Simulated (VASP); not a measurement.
Input of a VASP 6.6.1 run:

File INCAR:

```
SYSTEM = N
  PREC = Accurate
  ENCUT = 520
  EDIFF = 1E-6
  ISMEAR = -1
  SIGMA = 0.02
  LREAL = .FALSE.
  LASPH = .TRUE.
  NELM = 60
  ALGO = Normal
  ISIF = 2
  LWAVE = .FALSE.
  LCHARG = .FALSE.
  GGA = PS
  NBANDS = 18
```

The input KPOINTS:

```
Automatic mesh
0
G
  4 4 4
  0 0 0
```

Contents of POSCAR:

```
N
1.0
    5.6677675797      0.0000000000      0.0000000000
    0.0000000000      5.6677675797      0.0000000000
    0.0000000000      0.0000000000      5.6677675797
N
4
Direct
    0.0300000000      0.0300000000      0.0300000000
    0.4700000000      0.9700000000      0.5300000000
    0.5300000000      0.4700000000      0.9700000000
    0.9700000000      0.5300000000      0.4700000000
```

Potentials or basis: VASP PAW PBE potentials, release 64 (N).

Launch:

```bash
$ cat potpaw_PBE.64/N/POTCAR > POTCAR
$ mpirun -np 1 vasp_std > vasp.out
```

Predict the pressure.

-4.0 GPa.

What does it give for the largest force?

0.386 eV/Å.

Predict the band gap on the k mesh.

zero (bands 10 and 11 overlap by 0.15 eV).

Forces on the atoms (eV/Å):
```
N    0.223  0.223  0.223
N   -0.223 -0.223  0.223
N    0.223 -0.223 -0.223
N   -0.223  0.223 -0.223
```

Caveat: the cell stands under tension; the PAW data sets were made with another functional, which shifts forces and pressure a little.
